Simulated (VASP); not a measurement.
Input of a VASP 6.6.1 run:

Contents of POSCAR:

```
Mg2Ge
1.0
    0.0000000000      3.1831012375      3.1831012375
    3.1831012375      0.0000000000      3.1831012375
    3.1831012375      3.1831012375      0.0000000000
Ge Mg
1 2
Direct
    0.0000000000      0.0000000000      0.0000000000
    0.2500000000      0.2500000000      0.2500000000
    0.7500000000      0.7500000000      0.7500000000
```

Contents of INCAR.step1:

```
PREC = Accurate
ENCUT = 520
EDIFF = 1E-5
ISMEAR = -1
SIGMA = 0.02
LREAL = False
LASPH = True
NELM = 120
ALGO = Normal
ISIF = 2
LWAVE = True
LCHARG = False
GGA = PE
NBANDS = 16
GGA_COMPAT = False
```

The input INCAR.step2:

```
PREC = Accurate
ENCUT = 520
EDIFF = 1E-6
ISMEAR = -1
SIGMA = 0.02
LREAL = False
LASPH = True
NELM = 120
ALGO = Normal
ISIF = 2
LWAVE = False
LCHARG = False
GGA = PE
LHFCALC = True
HFSCREEN = 0.2079
PRECFOCK = Normal
ISTART = 1
NBANDS = 16
GGA_COMPAT = False
```

File KPOINTS:

```
regular mesh
0
Gamma
  6 6 6
```

Potentials or basis: VASP PAW PBE potentials, release 64 (Ge_d, Mg).

Launch:

```sh
$ cat potpaw_PBE.64/Ge_d/POTCAR potpaw_PBE.64/Mg/POTCAR > POTCAR
$ cp INCAR.step1 INCAR
$ mpirun -np 1 vasp_std > vasp.out
$ cp INCAR.step2 INCAR
$ mpirun -np 1 vasp_std > vasp.out
```

Question: Predict the band gap on the k mesh.

Answer: 0.51 eV (least direct gap 1.74 eV).

Question: Estimate the pressure.

Answer: 0.3 GPa.

Caveat: the structure was generated, so it needn't be the stable form of Mg2Ge; the PAW data sets were made with another functional, which shifts forces and pressure a little. A k mesh can miss the band edges.
